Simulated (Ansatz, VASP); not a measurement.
# SnO2 in VASP and in Ansatz

```
Sn O
1.0
     4.79374    0.00000    0.00000
     0.00000    4.79374    0.00000
     0.00000    0.00000    3.22992
Sn O
2 4
Direct
  0.00000 0.00000 0.00000
  0.50000 0.50000 0.50000
  0.30621 0.30621 0.00000
  0.19379 0.80621 0.50000
  0.69379 0.69379 0.00000
  0.80621 0.19379 0.50000
```

Alike in both runs: functional PBE; dispersion D3(BJ); k mesh 6 × 6 × 8; occupations gaussian, width 0.02 eV; no spin polarisation.

Ansatz relaxed the structure, and its values are those at the end. VASP's run is a single point on that final structure, the one shown.

|  | VASP | Ansatz |
| --- | --- | --- |
| version | VASP 6.6.1 | Ansatz 0.2.0 |
| potentials or method | VASP PAW PBE potentials, release 64 (Sn_d, O), cutoff 520 eV | scalar-relativistic, plane waves, PAW |
| valence electrons in the cell | 52 | 52 |

VASP gave:

| Property | Result |
| --- | --- |
| gap on the k mesh at the Fermi level (eV) | 0.83 |
| least direct gap on the mesh (eV) | 0.83 |
| pressure (GPa) | 0.6 |
| rms of the force components (eV/Å) | 0.007 |

Q: Which values does Ansatz return?

A: gap on the k mesh at the Fermi level (eV): 0.84; least direct gap on the mesh (eV): 0.84; pressure (GPa): 0.0; rms of the force components (eV/Å): 0.000.
